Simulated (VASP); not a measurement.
A run of VASP 6.6.1:

The input INCAR:

```
ALGO = Normal ; EDIFF = 1E-6
ENCUT = 520 ; GGA = PE
ISIF = 2 ; ISMEAR = 0
LASPH = True ; LCHARG = True
LELF = True ; LREAL = False
LVHAR = True ; LWAVE = False
NBANDS = 56 ; NELM = 80
PREC = Accurate ; SIGMA = 0.1
```

File KPOINTS:

```
k-points
0
Gamma
  4 4 4
```

The input POSCAR:

```
Zn5Se2S3
1.0
    0.0000000000     -3.9309582504      0.0000000000
    3.9309582504      0.0000000000      0.0000000000
   -1.9654791252      1.9654791252     13.8949509071
Zn Se S
5 2 3
Direct
    0.3456900814      0.8456900814      0.6913801627
    0.9520585746      0.4520585746      0.9041171493
    0.5479414254      0.0479414254      0.0958828507
    0.1543099186      0.6543099186      0.3086198373
    0.7500000000      0.2500000000      0.5000000000
    0.8988783344      0.8988783344      0.7977566688
    0.1011216656      0.1011216656      0.2022433312
    0.7021676104      0.7021676104      0.4043352208
    0.2978323896      0.2978323896      0.5956647792
    0.5000000000      0.5000000000      0.0000000000
```

Potentials or basis: VASP PAW PBE potentials, release 64 (Zn, Se, S).

Launch:

```bash
$ cat potpaw_PBE.64/Zn/POTCAR potpaw_PBE.64/Se/POTCAR potpaw_PBE.64/S/POTCAR > POTCAR
$ mpirun -np 1 vasp_std > vasp.out
```

Hardware: 1 thread of Intel(R) Xeon(R) 6975P-C (Granite Rapids), with other jobs on the host.

Problem. Estimate the wall time of this run.

Solution. Run time: 97 s on 1 thread of Intel(R) Xeon(R) 6975P-C (Granite Rapids) (shared host), peak memory 0.36 GiB. Counts: scf iterations 16, k points 13.
